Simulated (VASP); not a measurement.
A run of VASP 6.6.1 is set up as follows.

File POSCAR:

```
Al
1.0
    0.0000000000      1.9980378457      1.9980378457
    1.9980378457      0.0000000000      1.9980378457
    1.9980378457      1.9980378457      0.0000000000
Al
1
Direct
    0.0000000000      0.0000000000      0.0000000000
```

The input INCAR.step1:

```
  PREC = Accurate
  ENCUT = 520
  ISMEAR = 0
  SIGMA = 0.5
  LREAL = F
  LASPH = T
  NELM = 100
  NBANDS = 8
  GGA = PE
  ALGO = Normal
  EDIFF = 1E-4
  LWAVE = T
  LCHARG = F
```

Contents of INCAR.step2:

```
  PREC = Accurate
  ENCUT = 520
  EDIFF = 1E-6
  ISMEAR = 0
  SIGMA = 0.5
  LREAL = F
  LASPH = T
  NELM = 100
  ALGO = Normal
  ISIF = 2
  LWAVE = F
  LCHARG = T
  METAGGA = R2SCAN
  LMIXTAU = T
  LELF = T
  LVHAR = T
  NBANDS = 8
  ISTART = 1
```

The input KPOINTS:

```
Automatic mesh
0
Gamma
  30 30 30
```

Potentials or basis: VASP PAW PBE potentials, release 64 (Al).

The run is started by

```sh
$ cat potpaw_PBE.64/Al/POTCAR > POTCAR
$ cp INCAR.step1 INCAR
$ mpirun -np 1 vasp_std > vasp.out
$ cp INCAR.step2 INCAR
$ mpirun -np 1 vasp_std > vasp.out
```

Problem. Predict the pressure.

Solution. -0.3 GPa.

Caveat: the PAW data sets were made with another functional, which shifts forces and pressure a little.
